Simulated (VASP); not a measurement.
Write the native input for VASP 6.6.1 that does the following.

```yaml
Task: single point
Functional: PBE
Potentials_or_basis: VASP PAW PBE potentials, release 64 (Zr_sv, S)
Cutoff: 520 eV
k_mesh: 5 × 5 × 5
Occupations: methfessel-paxton, width 0.1 eV
Spin: no spin polarisation
Hubbard_terms: Zr d U = 5.3 eV
Dipole_correction: no
Further_INCAR_settings: ALGO = Normal; EDIFF = 1e-07; NBANDS = 32
```

The structure of Zr3S2 lies in POSCAR:

```
Zr3S2
1.0
    2.9025379727      1.6757810799      3.4877732718
   -2.9025379727      1.6757810799      3.4877732718
    0.0000000000     -3.3515621597      3.4877732718
Zr S
3 2
Direct
    0.8387270000      0.5000000000      0.1612730000
    0.5000000000      0.1612730000      0.8387270000
    0.1612730000      0.8387270000      0.5000000000
    0.6650230000      0.6650230000      0.6650230000
    0.3349770000      0.3349770000      0.3349770000
```

One way to write it, as run:

INCAR

```
ALGO = Normal
EDIFF = 1E-7
ENCUT = 520
GGA = PE
ISIF = 2
ISMEAR = 1
LASPH = T
LCHARG = T
LDAU = T
LDAUJ = 0 0
LDAUL = 2 -1
LDAUPRINT = 1
LDAUTYPE = 2
LDAUU = 5.3 0
LELF = T
LMAXMIX = 4
LREAL = F
LVHAR = T
LWAVE = F
NBANDS = 32
NELM = 150
PREC = Accurate
SIGMA = 0.1
```

KPOINTS

```
k-points
0
Gamma
  5 5 5
```

Potentials or basis: VASP PAW PBE potentials, release 64 (Zr_sv, S).

Command:

```sh
$ cat potpaw_PBE.64/Zr_sv/POTCAR potpaw_PBE.64/S/POTCAR > POTCAR
$ mpirun -np 1 vasp_std > vasp.out
```

Results of the run:

| Item | Value |
| --- | --- |
| Pressure | 8.4 GPa |
| Largest force | 0.104 eV/Å |
| Band gap on the k mesh | zero (band 24 reaches 9.56 eV, above the bottom of band 25 at 9.36 eV) |

Caveat: U without spin polarisation on a metal has little footing.

Wall time 59 s on 1 thread of Intel Xeon 6975P-C (shared host), peak memory 0.22 GiB.
